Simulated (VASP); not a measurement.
SiGe2:

```
CELL_PARAMETERS angstrom
4.14919 0.00000 0.00000
-2.07459 3.59330 0.00000
0.00000 0.00000 4.42551
ATOMIC_POSITIONS crystal
Si 0.00000 0.00000 0.50000
Ge 0.33333 0.66667 0.50000
Ge 0.66667 0.33333 0.50000
```

The cell was built from a structure type or drawn by symmetry, and may not be a known phase.

- Program: VASP 6.6.1
- Task: relaxation of cell and atoms
- Functional: PBE
- Potentials or basis: VASP PAW PBE potentials, release 64 (Si, Ge_d)
- Cutoff: 600 eV
- k mesh: 6 × 6 × 4
- Occupations: gaussian, width 0.1 eV
- Spin: no spin polarisation

At the start: pressure 24.6 GPa; volume 21.99 Å³/atom.

**Question.** Where does the relaxation end?

**Answer.** Over 40 steps the energy falls by 1031.4 meV/atom and the volume is 18.77 Å³/atom (-14.6 %); space group P6/mmm (No. 191, to 0.1 Å) before and after.

Step by step:
```csv
step,energy change (eV),largest force (eV/Å),pressure (GPa),volume (Å³)
1,0.0000,0.0000,24.62,65.98
2,-0.5677,0.0000,-6.32,101.98
3,-1.3672,0.0000,-1.34,81.64
4,-1.3718,0.0000,-0.88,80.94
5,-1.3733,0.0000,-0.37,80.24
6,-1.3731,0.0000,-0.58,80.54
7,-1.3785,0.0000,-0.64,79.86
8,-1.3987,0.0000,-0.54,77.81
9,-1.4365,0.0000,-0.32,73.71
10,-1.6629,0.0000,0.04,65.51
11,-2.5640,0.0000,10.85,49.11
12,-2.5657,0.0000,9.08,49.97
13,-2.5663,0.0000,9.15,49.94
14,-2.5680,0.0000,9.35,49.83
15,-2.5712,0.0000,9.79,49.61
16,-2.5773,0.0000,10.87,49.18
17,-2.5868,0.0000,13.15,48.31
18,-2.5963,0.0000,13.26,48.25
19,-2.6177,0.0000,13.55,48.05
20,-2.6327,0.0000,13.95,47.65
21,-2.5654,0.0000,18.03,46.77
22,-2.6306,0.0000,14.68,47.49
23,-2.6332,0.0000,14.20,47.59
24,-2.6569,0.0000,13.49,47.85
25,-2.7214,0.0000,11.47,48.65
26,-2.8227,0.0000,7.72,50.27
27,-2.9247,0.0000,1.72,53.62
28,-2.9337,0.0000,0.00,54.89
29,-2.9338,0.0000,-0.33,55.12
30,-2.9365,0.0000,-0.27,55.10
31,-2.9400,0.0000,-0.12,55.06
32,-2.9500,0.0000,0.05,54.98
33,-3.0017,0.0000,0.76,54.79
34,-3.0666,0.0000,3.50,54.31
35,-3.0793,0.0000,2.39,54.49
36,-3.0796,0.0000,2.57,54.46
37,-3.0826,0.0000,2.41,54.75
38,-3.0828,0.0000,2.33,54.85
39,-3.0881,0.0000,1.70,55.24
40,-3.0943,0.0000,0.06,56.32
```

Final structure:
```
CELL_PARAMETERS angstrom
5.13221 0.00000 0.00000
-2.56610 4.44462 0.00000
0.00000 0.00000 2.46884
ATOMIC_POSITIONS crystal
Si 0.00000 0.00000 0.50000
Ge 0.33333 0.66667 0.50000
Ge 0.66667 0.33333 0.50000
```

Caveat: a cell axis changed by over 15 % at a fixed basis, so the end point is rough.
